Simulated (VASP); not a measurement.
The system is I.

```
I
1.0
     2.53835   -3.70662    0.00000
     2.53835    3.70662    0.00000
    -1.62087    0.00000    2.38110
I
1
Direct
  0.50000 0.50000 0.50000
```

| Quantity | Value |
| --- | --- |
| Program | VASP 6.6.1 |
| Task | relaxation of cell and atoms |
| Functional | PBEsol |
| Potentials or basis | VASP PAW PBE potentials, release 64 (I) |
| Cutoff | 600 eV |
| k mesh | 12 × 12 × 18 |
| Occupations | gaussian, width 0.1 eV |
| Spin | no spin polarisation |

At the start: pressure 0.1 GPa; volume 44.81 Å³/atom.

How do energy, volume and symmetry change on relaxing?

Over 25 steps the energy falls by 41.7 meV/atom and the volume is 39.92 Å³/atom (-10.9 %); space group Immm (No. 71, to 0.1 Å) before and after.

Step by step:
| step | energy change (eV) | largest force (eV/Å) | pressure (GPa) | volume (Å³) |
| --- | --- | --- | --- | --- |
| 1 | 0.0000 | 0.0000 | 0.08 | 44.81 |
| 2 | -0.0052 | 0.0000 | -1.45 | 44.92 |
| 3 | -0.0071 | 0.0000 | -0.96 | 44.89 |
| 4 | -0.0196 | 0.0000 | -0.93 | 43.35 |
| 5 | -0.0398 | 0.0000 | -0.07 | 38.81 |
| 6 | -0.0403 | 0.0000 | -0.27 | 39.52 |
| 7 | -0.0384 | 0.0000 | 0.81 | 39.07 |
| 8 | -0.0413 | 0.0000 | 0.06 | 39.35 |
| 9 | -0.0413 | 0.0000 | 0.07 | 39.34 |
| 10 | -0.0413 | 0.0000 | 0.09 | 39.34 |
| 11 | -0.0414 | 0.0000 | 0.04 | 39.46 |
| 12 | -0.0415 | 0.0000 | 0.01 | 39.58 |
| 13 | -0.0417 | 0.0000 | 0.02 | 39.84 |
| 14 | -0.0415 | 0.0000 | -0.10 | 40.35 |
| 15 | -0.0417 | 0.0000 | 0.06 | 40.03 |
| 16 | -0.0416 | 0.0000 | -0.11 | 40.19 |
| 17 | -0.0417 | 0.0000 | -0.04 | 40.09 |
| 18 | -0.0417 | 0.0000 | -0.04 | 40.07 |
| 19 | -0.0417 | 0.0000 | -0.03 | 40.05 |
| 20 | -0.0417 | 0.0000 | 0.05 | 39.92 |
| 21 | -0.0417 | 0.0000 | 0.00 | 39.99 |
| 22 | -0.0417 | 0.0000 | 0.00 | 39.94 |
| 23 | -0.0417 | 0.0000 | 0.00 | 39.88 |
| 24 | -0.0417 | 0.0000 | 0.00 | 39.89 |
| 25 | -0.0417 | 0.0000 | 0.00 | 39.92 |

Final structure:
```
CELL_PARAMETERS angstrom
2.36445 -3.69449 -0.15883
2.36445 3.69449 -0.15883
-1.66120 0.00000 2.39640
ATOMIC_POSITIONS crystal
I 0.50000 0.50000 0.50000
```

Caveat: the PAW data sets were made with another functional, which shifts forces and pressure a little; an odd number of electrons without spin polarisation forces a metal; a magnetic or distorted state may lie lower.
